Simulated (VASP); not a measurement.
# AlN (Fd-3m) in VASP: single point with PBE

Aim: the single point of AlN with PBE.

Program: VASP 6.6.1. These are calculated values, not measurements. Logs are shortened: lines on timing, memory, paths and dates and some standing lists are left out, and cuts for length are marked.

## 1. The cell of the first run

Symmetry: Fd-3m, No. 227, cubic system. The conventional cell has a = 5.655 Å, b = 5.655 Å, c = 5.655 Å, α = 90.00°, β = 90.00°, γ = 90.00°. Al (site symmetry -43m) has 4 Al at 2.45 Å and 10 N at 2.45 to 2.83 Å within 3.2 Å. N (site symmetry -43m) has 10 Al at 2.45 to 2.83 Å and 4 N at 2.45 Å within 3.2 Å.

## 2. Single point, PBE

Contents of INCAR:

```
SYSTEM = AlN
ALGO = Normal
EDIFF = 1E-6
ENCUT = 600
GGA = PE
GGA_COMPAT = .False.
ISIF = 2
ISMEAR = 0
LASPH = .True.
LCHARG = .False.
LREAL = .False.
LWAVE = .False.
NBANDS = 16
NELM = 120
PREC = Accurate
SIGMA = 0.15
```

Contents of KPOINTS:

```
k-points
0
Gamma
  4 4 4
  0 0 0
```

Contents of POSCAR:

```
AlN
1.0
    0.0000000000      2.8272736416      2.8272736416
    2.8272736416      0.0000000000      2.8272736416
    2.8272736416      2.8272736416      0.0000000000
Al N
2 2
Direct
    0.5000000000      0.5000000000      0.5000000000
    0.7500000000      0.7500000000      0.7500000000
    0.0000000000      0.0000000000      0.0000000000
    0.2500000000      0.2500000000      0.2500000000
```

Potentials or basis: VASP PAW PBE potentials, release 64 (Al, N).

Run with:

```console
$ cat potpaw_PBE.64/Al/POTCAR potpaw_PBE.64/N/POTCAR > POTCAR
$ mpirun -np 1 vasp_std > vasp.out
```

OUTCAR:

```text
SYSTEM = AlN
   EDIFF = 1E-6
   ENCUT = 600
   GGA = PE
   ISIF = 2
   ISMEAR = 0
   LASPH = .True.
   LREAL = .False.
   NELM = 120
   PREC = Accurate

 ion  position               nearest neighbor table
   1  0.500  0.500  0.500-   4 2.45   4 2.45   4 2.45   2 2.45   4 2.45   2 2.45   2 2.45   2 2.45

   2  0.750  0.750  0.750-   1 2.45   1 2.45   1 2.45   1 2.45   3 2.45   3 2.45   3 2.45   3 2.45

   3  0.000  0.000  0.000-   2 2.45   2 2.45   2 2.45   2 2.45
   4  0.250  0.250  0.250-   1 2.45   1 2.45   1 2.45   1 2.45

  LATTYP: Found a face centered cubic cell.
 ALAT       =     5.6545472832

  Lattice vectors:

 A1 = (   0.0000000000,   2.8272736416,   2.8272736416)
 A2 = (   2.8272736416,   0.0000000000,   2.8272736416)
 A3 = (   2.8272736416,   2.8272736416,   0.0000000000)

Analysis of symmetry for initial positions (statically):
=====================================================================
 Subroutine PRICEL returns:
 Original cell was already a primitive cell.

 Routine SETGRP: Setting up the symmetry group for a
 face centered cubic supercell.

 Subroutine GETGRP returns: Found 48 space group operations
 (whereof 24 operations were pure point group operations)
 out of a pool of 48 trial point group operations.

The static configuration has the point symmetry T_d .
 The point group associated with its full space group is O_h .

Analysis of symmetry for dynamics (positions and initial velocities):
=====================================================================
 Subroutine PRICEL returns:
 Original cell was already a primitive cell.

 Routine SETGRP: Setting up the symmetry group for a
 face centered cubic supercell.

 Subroutine GETGRP returns: Found 48 space group operations
 (whereof 24 operations were pure point group operations)
 out of a pool of 48 trial point group operations.

The dynamic configuration has the point symmetry T_d .
 The point group associated with its full space group is O_h .

 Subroutine INISYM returns: Found 48 space group operations
 (whereof 24 operations are pure point group operations),
 and found     1 'primitive' translations

----------------------------------------------------------------------------------------

                                     Primitive cell

  volume of cell :      45.1995

  direct lattice vectors                    reciprocal lattice vectors
     0.000000000  2.827273642  2.827273642    -0.176848817  0.176848817  0.176848817
     2.827273642  0.000000000  2.827273642     0.176848817 -0.176848817  0.176848817
     2.827273642  2.827273642  0.000000000     0.176848817  0.176848817 -0.176848817

  length of vectors
     3.998368728  3.998368728  3.998368728     0.306311137  0.306311137  0.306311137

  position of ions in fractional coordinates (direct lattice)
     0.500000000  0.500000000  0.500000000
     0.750000000  0.750000000  0.750000000
     0.000000000  0.000000000  0.000000000
     0.250000000  0.250000000  0.250000000

  ion indices of the primitive-cell ions
   primitive index   ion index
                 1           1
                 2           2
                 3           3
                 4           4

----------------------------------------------------------------------------------------

 KPOINTS: k-points

Automatic generation of k-mesh.
 Grid dimensions read from file:
 generate k-points for:    4    4    4

 Generating k-lattice:

  Cartesian coordinates                     Fractional coordinates (reciprocal lattice)
    -0.044212204  0.044212204  0.044212204     0.250000000  0.000000000  0.000000000
     0.044212204 -0.044212204  0.044212204     0.000000000  0.250000000  0.000000000
     0.044212204  0.044212204 -0.044212204     0.000000000  0.000000000  0.250000000

  Length of vectors
     0.076577784  0.076577784  0.076577784

  Shift w.r.t. Gamma in fractional coordinates (k-lattice)
     0.000000000  0.000000000  0.000000000

 Subroutine IBZKPT returns following result:
 ===========================================

 Found      8 irreducible k-points:

 Following reciprocal coordinates:
            Coordinates               Weight
  0.000000  0.000000  0.000000      1.000000
  0.250000  0.000000  0.000000      8.000000
  0.500000  0.000000  0.000000      4.000000
  0.250000  0.250000  0.000000      6.000000
  0.500000  0.250000  0.000000     24.000000
 -0.250000  0.250000  0.000000     12.000000
  0.500000  0.500000  0.000000      3.000000
 -0.250000  0.500000  0.250000      6.000000
   k-points           NKPTS =      8   k-points in BZ     NKDIM =      8   number of bands    NBANDS=     16
   number of dos      NEDOS =    301   number of ions     NIONS =      4
   total plane-waves  NPLWV =  32768
   dimension x,y,z NGX =    32 NGY =   32 NGZ =   32
   dimension x,y,z NGXF=    64 NGYF=   64 NGZF=   64
   ions per type =               2   2
   NGX,Y,Z   is equivalent  to a cutoff of  13.31, 13.31, 13.31 a.u.
   NGXF,Y,Z  is equivalent  to a cutoff of  26.61, 26.61, 26.61 a.u.
 SYSTEM =  AlN
   PREC   = accura    normal or accurate (medium, high low for compatibility)
   ISTART =      0    job   : 0-new  1-cont  2-samecut
   ICHARG =      2    charge: 1-file 2-atom 10-const
   ISPIN  =      1    spin polarized calculation?
   LNONCOLLINEAR =      F non collinear calculations
   LSORBIT =      F    spin-orbit coupling
   LASPH  =      T    aspherical Exc in radial PAW
   ENCUT  =  600.0 eV  44.10 Ry    6.64 a.u.   7.99  7.99  7.99*2*pi/ulx,y,z
   NELM   =    120;   NELMIN=  2; NELMDL= -5     # of ELM steps
   EDIFF  = 0.1E-05   stopping-criterion for ELM
   LREAL  =      F    real-space projection
   EDIFFG = 0.1E-04   stopping-criterion for IOM
   NSW    =      0    number of steps for IOM
   IBRION =     -1    ionic relax: 0-MD 1-quasi-New 2-CG
   NFREE  =      0    steps in history (QN), initial steepest desc. (CG)
   ISIF   =      2    stress and relaxation
   ISYM   =      2    0-nonsym 1-usesym 2-fastsym
   POTIM  = 0.5000    time-step for ionic-motion
   TEBEG  =    0.0;   TEEND  =   0.0 temperature during run
   PSTRESS=    0.0 pullay stress
   NELECT =      16.0000    total number of electrons
   NUPDOWN=      -1.0000    fix difference up-down
   EMIN   =  10.00;   EMAX   =-10.00  energy-range for DOS
   EFERMI =   0.00;   METHOD = LEGACY
   ISMEAR =     0;   SIGMA  =   0.15  broadening in eV -4-tet -1-fermi 0-gaus
   EFERMI_NEDOS =   21; number of points for ismear=-14 and -15
   IALGO  =     38    algorithm
   IMIX   =      4    mixing-type and parameters
     AMIX     =   0.40;   BMIX     =  1.00
     AMIX_MAG =   1.60;   BMIX_MAG =  1.00
  volume/ion in A,a.u.               =      11.30        76.26
  Fermi-wavevector in a.u.,A,eV,Ry     =   1.158076  2.188446 18.247311  1.341140
  Thomas-Fermi vector in A             =   2.294681
   LORBIT       =      0    0 simple, 1 ext, 2 COOP (PROOUT), +10 PAW based schemes
   GGA     = PE    functional components
   LHFCALC =     F    Hartree Fock is set to
   AEXX    =    0.0000 exact exchange contribution
   IVDW    =     0    specifies the selected vdW correction
   LEPSILON=     F    determine dielectric tensor
   LRPA    =     F    only Hartree local field effects (RPA)
 non-spin polarized calculation
 Gauss-broadening in eV      SIGMA  =   0.15
  energy-cutoff  :      600.00
  volume of cell :       45.20
 maximum number of plane-waves:      1540
   NGX = 15   NGY = 15   NGZ = 15

 number of electron      15.9999999 magnetization

 Free energy of the ion-electron system (eV)
  ---------------------------------------------------
  ext. energy  EPLUGINS =         0.00000000
  ---------------------------------------------------
  free energy    TOTEN  =       -17.52048975 eV

  energy without entropy =      -17.48253535  energy(sigma->0) =      -17.50151255

 E-fermi :   7.1243     XC(G=0): -11.1354

 val. band max:        7.1118940918   @ k =   0.2500   0.0000   0.0000
 cond. band min:       7.3400422720   @ k =   0.5000   0.0000   0.0000
 fundamental gap:      0.2281481801
 Fermi energy:         7.1243315707

 k-point     1 :       0.0000    0.0000    0.0000
  band No.  band energies     occupation
      1      -8.7492      2.00000
      2      -3.7686      2.00000
      3       3.0322      2.00000
      4       4.4249      2.00000
      5       4.4249      2.00000
      6       4.4249      2.00000
      7       5.1341      2.00000
      8       5.1341      2.00000
      9       5.1341      2.00000
     10       9.5607      0.00000
     11       9.5607      0.00000
     12       9.5607      0.00000
     13      14.1251      0.00000
     14      14.1251      0.00000
     15      15.4185      0.00000
     16      16.1432      0.00000

 k-point     2 :       0.2500    0.0000    0.0000
  band No.  band energies     occupation
      1      -8.2078      2.00000
      2      -4.3837      2.00000
      3       0.9290      2.00000
      4       3.6941      2.00000
      5       3.6941      2.00000
      6       4.8880      2.00000
      7       5.7670      2.00000
      8       5.7670      2.00000
      9       7.1119      1.09335
     10       9.2403      0.00000
     11       9.2403      0.00000
     12       9.3377      0.00000
     13      15.0834      0.00000
     14      16.0047      0.00000
     15      16.0047      0.00000
     16      16.6344      0.00000

 k-point     3 :       0.5000    0.0000    0.0000
  band No.  band energies     occupation
      1      -7.3178      2.00000
      2      -5.3702      2.00000
      3      -0.2697      2.00000
      4       3.3850      2.00000
      5       3.3850      2.00000
      6       5.6305      2.00000
      7       5.6305      2.00000
      8       6.0672      2.00000
      9       7.3400      0.04198
     10       8.9888      0.00000
     11       9.8198      0.00000
     12       9.8198      0.00000
     13      15.3202      0.00000
     14      15.9190      0.00000
     15      15.9190      0.00000
     16      20.0478      0.00000

 k-point     4 :       0.2500    0.2500    0.0000
  band No.  band energies     occupation
      1      -8.0198      2.00000
      2      -4.5476      2.00000
      3       1.5035      2.00000
      4       2.5954      2.00000
      5       2.5954      2.00000
      6       4.0963      2.00000
      7       6.8635      1.98608
      8       6.8635      1.98608
      9       7.0230      1.66068
     10       7.9973      0.00000
     11      10.8424      0.00000
     12      10.8424      0.00000
     13      14.5691      0.00000
     14      15.2752      0.00000
     15      15.8833      0.00000
     16      16.5839      0.00000

 k-point     5 :       0.5000    0.2500    0.0000
  band No.  band energies     occupation
      1      -7.0576      2.00000
      2      -5.4822      2.00000
      3      -0.2069      2.00000
      4       2.3568      2.00000
      5       2.5338      2.00000
      6       4.6024      2.00000
      7       6.3707      2.00000
      8       7.0278      1.63701
      9       8.5302      0.00000
     10       8.9202      0.00000
     11      10.1436      0.00000
     12      10.4330      0.00000
     13      15.3203      0.00000
     14      16.5533      0.00000
     15      16.7178      0.00000
     16      17.8385      0.00000

 k-point     6 :      -0.2500    0.2500    0.0000
  band No.  band energies     occupation
      1      -7.4368      2.00000
      2      -5.1188      2.00000
      3      -0.2485      2.00000
      4       2.7401      2.00000
      5       3.1963      2.00000
      6       5.2309      2.00000
      7       6.0159      2.00000
      8       6.3720      2.00000
      9       8.3649      0.00000
     10       8.8688      0.00000
     11       9.3091      0.00000
     12      10.0967      0.00000
     13      16.2436      0.00000
     14      16.2965      0.00000
     15      16.4633      0.00000
     16      16.4949      0.00000

 k-point     7 :       0.5000    0.5000    0.0000
  band No.  band energies     occupation
      1      -6.2648      2.00000
      2      -6.2648      2.00000
      3       1.5807      2.00000
      4       1.5807      2.00000
      5       1.7618      2.00000
      6       1.7618      2.00000
      7       7.8578      0.00000
      8       7.8578      0.00000
      9       8.7870      0.00000
     10       8.7870      0.00000
     11      11.3346      0.00000
     12      11.3346      0.00000
     13      15.0035      0.00000
     14      15.0035      0.00000
     15      18.7133      0.00000
     16      18.7133      0.00000

 k-point     8 :      -0.2500    0.5000    0.2500
  band No.  band energies     occupation
      1      -6.2287      2.00000
      2      -6.2287      2.00000
      3       0.1775      2.00000
      4       0.1775      2.00000
      5       4.3811      2.00000
      6       4.3811      2.00000
      7       6.3125      2.00000
      8       6.3125      2.00000
      9       8.9580      0.00000
     10       8.9580      0.00000
     11      10.7216      0.00000
     12      10.7216      0.00000
     13      16.0329      0.00000
     14      16.0329      0.00000
     15      17.3377      0.00000
     16      17.3377      0.00000

------------------------ aborting loop because EDIFF is reached ----------------------------------------

  FORCE on cell =-STRESS in cart. coord.  units (eV):
  Direction    XX          YY          ZZ          XY          YZ          ZX
  --------------------------------------------------------------------------------------
  -------------------------------------------------------------------------------------
  Total       -0.2714545     -0.2714545     -0.2714545      0.0000000      0.0000000      0.0000000
  in kB       -9.6221935     -9.6221935     -9.6221935      0.0000000      0.0000000      0.0000000
  external PRESSURE =      -9.6221935 kB  Pullay stress =       0.0000000 kB

 VOLUME and BASIS-vectors are now :
 -----------------------------------------------------------------------------
  energy-cutoff  :      600.00
  volume of cell :       45.20
      direct lattice vectors                 reciprocal lattice vectors
     0.000000000  2.827273642  2.827273642    -0.176848817  0.176848817  0.176848817
     2.827273642  0.000000000  2.827273642     0.176848817 -0.176848817  0.176848817
     2.827273642  2.827273642  0.000000000     0.176848817  0.176848817 -0.176848817

 POSITION                                       TOTAL-FORCE (eV/Angst)
 -----------------------------------------------------------------------------------
      2.82727      2.82727      2.82727        -0.000000     -0.000000     -0.000000
      4.24091      4.24091      4.24091         0.000000      0.000000      0.000000
      0.00000      0.00000      0.00000        -0.000000     -0.000000     -0.000000
      1.41364      1.41364      1.41364         0.000000      0.000000      0.000000
 -----------------------------------------------------------------------------------
    total drift:                                0.000000      0.000000      0.000000

  FREE ENERGIE OF THE ION-ELECTRON SYSTEM (eV)
  ---------------------------------------------------
  free  energy   TOTEN  =       -17.5204897453 eV

  energy  without entropy=      -17.4825353514  energy(sigma->0) =      -17.50151255
```

Run time: 5.2 s. Hardware: 1 thread of Intel Xeon 6975P-C (Granite Rapids), shared host; peak memory 0.15 GiB.

What came out:

```
Free energy            : -17.5205 eV
Pressure               : -1.0 GPa
Band gap on the k mesh : zero (band 8 reaches 7.86 eV, above the bottom of band 9 at 5.13 eV)
```

Caveat: the k points lie up to 0.48 Å⁻¹ apart.
